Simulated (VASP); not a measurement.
## MnS (zincblende type): electric field gradients with PBE

MnS (zincblende type):

```
Mn S
1.0
     0.00000    2.87501    2.87501
     2.87501    0.00000    2.87501
     2.87501    2.87501    0.00000
Mn S
1 1
Direct
  0.00000 0.00000 0.00000
  0.25000 0.25000 0.25000
```

```
Program                : VASP 6.6.1
Task                   : electric field gradients
Functional             : PBE
Potentials or basis    : VASP PAW PBE potentials, release 64 (Mn_pv, S)
Cutoff                 : 520 eV
k mesh                 : 12 × 12 × 12
Occupations            : fermi-dirac, width 0.05 eV
Spin                   : collinear spin, ferromagnetic start
Starting moments       : [4.0, 0.0] μB
Dipole correction      : no
Further INCAR settings : ALGO = Normal; EDIFF = 1e-08; NBANDS = 20
```

- Pressure: -2.9 GPa
- Band gap on the k mesh: 0.22 eV (least direct gap 0.69 eV)
- Net moment: 5.00 μB per cell
- Site moments: Mn +4.40; S +0.09 μB
- Largest electric field gradient by atom: zero within the noise of the run
- Valence electrons inside the program's atomic spheres: Mn 11.31; S 3.74

Levels at points of the mesh, in eV from the valence-band top:
Spin up:
```tsv
k point	band 8	band 9	band 10	band 11	band 12	band 13	band 14	band 15	band 16	band 17
(0.00, 0.00, 0.00)	-3.20	-3.20	0.00	0.00	0.00	0.69	5.73	5.73	5.73	10.42
(0.50, 0.00, 0.00)	-3.11	-3.11	-2.94	-0.90	-0.90	2.70	6.14	6.14	6.51	10.51
(0.50, 0.50, 0.00)	-3.16	-3.03	-2.75	-2.16	-2.16	2.67	4.13	8.54	10.09	10.09
```
Spin down:
| k point | band 3 | band 4 | band 5 | band 6 | band 7 | band 8 | band 9 | band 10 | band 11 | band 12 |
| --- | --- | --- | --- | --- | --- | --- | --- | --- | --- | --- |
| (0.00, 0.00, 0.00) | -46.14 | -13.21 | -3.04 | -3.04 | -3.04 | 0.92 | 0.92 | 1.75 | 2.83 | 2.83 |
| (0.50, 0.00, 0.00) | -46.15 | -12.67 | -4.77 | -2.98 | -2.98 | 0.97 | 1.03 | 1.03 | 1.99 | 1.99 |
| (0.50, 0.50, 0.00) | -46.15 | -12.50 | -4.69 | -3.11 | -3.11 | 0.24 | 0.92 | 1.28 | 1.35 | 1.35 |

It took 91 s on 1 thread of Intel(R) Xeon(R) Platinum 8488C (Sapphire Rapids), with other jobs on the host, peak memory 0.25 GiB.

Caveat: a cell with one magnetic atom can't hold antiferromagnetic order, which such compounds often take. A k mesh can miss the band edges.
